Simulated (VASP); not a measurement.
Input of a VASP 6.6.1 run:

The input INCAR:

```
  ALGO = Normal
  EDIFF = 1E-7
  ENCUT = 520
  GGA = PE
  ISIF = 2
  ISMEAR = -1
  LASPH = True
  LCHARG = False
  LREAL = False
  LWAVE = False
  NBANDS = 35
  NELM = 100
  PREC = Accurate
  SIGMA = 0.1
```

Contents of KPOINTS:

```
k-points
0
Gamma
  8 8 2
```

Contents of POSCAR:

```
MoS2
1.0
    3.1152777572      0.0000000000      0.0000000000
   -1.5576388786      2.6979052494      0.0000000000
    0.0000000000      0.0000000000     12.1150782834
Mo S
2 4
Direct
    0.3333333333      0.6666666667      0.2500000000
    0.6666666667      0.3333333333      0.7500000000
    0.3333333333      0.6666666667      0.6230000000
    0.6666666667      0.3333333333      0.1230000000
    0.3333333333      0.6666666667      0.8770000000
    0.6666666667      0.3333333333      0.3770000000
```

Potentials or basis: VASP PAW PBE potentials, release 64 (Mo_sv, S).

The run is started by

```bash
$ cat potpaw_PBE.64/Mo_sv/POTCAR potpaw_PBE.64/S/POTCAR > POTCAR
$ mpirun -np 1 vasp_std > vasp.out
```

**Question.** Predict the band gap on the k mesh.

**Answer.** 0.96 eV, indirect (least direct gap 2.07 eV).

**Question.** What does it give for the pressure?

**Answer.** 10.5 GPa.

**Question.** What does it give for the largest force?

**Answer.** 0.793 eV/Å.

Stress tensor (GPa, compression positive):
```
10.11  0.00  0.00
 0.00 10.11  0.00
 0.00  0.00 11.41
```

Caveat: this functional lacks dispersion, which binds the layers, so the pressure and a relaxed spacing across them are unreliable. A hybrid or GW would open this gap; PBE tends to underestimate it.
